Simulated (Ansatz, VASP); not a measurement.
## C: VASP beside Ansatz

The input INCAR:

```
SYSTEM = C
PREC = Accurate
ENCUT = 1300
EDIFF = 1E-6
ISMEAR = 0
SIGMA = 0.05
LREAL = .False.
LASPH = .True.
NELM = 120
ALGO = Normal
ISIF = 2
LWAVE = .False.
LCHARG = .False.
NBANDS = 11
GGA_COMPAT = .False.
```

File KPOINTS:

```
regular mesh
0
Gamma
  12 12 12
  0 0 0
```

POSCAR

```
C
1.0
   -0.0852631213      1.7418037633      1.7418037633
    1.7418037633     -0.0852631213      1.7418037633
    1.7418037633      1.7418037633     -0.0852631213
C
2
Direct
    0.5000000000      0.5000000000      0.5000000000
    0.7500000000      0.7500000000      0.7500000000
```

Input for Ansatz:

```yaml
crystal:
  lattice:
    - [-0.0852631213, 1.7418037633, 1.7418037633]
    - [1.7418037633, -0.0852631213, 1.7418037633]
    - [1.7418037633, 1.7418037633, -0.0852631213]
  atoms:
    - { symbol: C, position: [0.5, 0.5, 0.5] }
    - { symbol: C, position: [0.75, 0.75, 0.75] }
basis:
  ecutwfc: 420
kpoints:
  mp_grid: { grid: [12, 12, 12] }
hamiltonian:
  xc: lda
scf:
  occupations: { method: gaussian, width: 0.05 }
output:
  forces: true
  stress: true
  eigenvalues: true
```

Alike in both runs: task single point; functional LDA; k mesh 12 × 12 × 12; occupations gaussian, width 0.05 eV; no spin polarisation.

|  | VASP | Ansatz |
| --- | --- | --- |
| version | VASP 6.6.1 | Ansatz 0.2.0 |
| potentials or method | VASP PAW LDA potentials, release 64 (C_h), cutoff 1300 eV | scalar-relativistic, plane waves, PAW |
| valence electrons in the cell | 8 | 8 |

```csv
,VASP,Ansatz,Ansatz less VASP
gap on the k mesh at the Fermi level (eV),3.73,3.74,+0.009
least direct gap on the mesh (eV),4.77,4.77,-0.001
pressure (GPa),-9.2,-10.0,-0.83
"traceless stress, the component that is largest in VASP (GPa)",28.39,28.32,-0.074
rms of the force components (eV/Å),0.316,0.311,-0.0049
```

LDA's correlation is that of Perdew and Zunger in VASP and of Perdew and Wang (1992) in Ansatz. Atom by atom the forces differ by 0.005 eV/Å (rms over components).
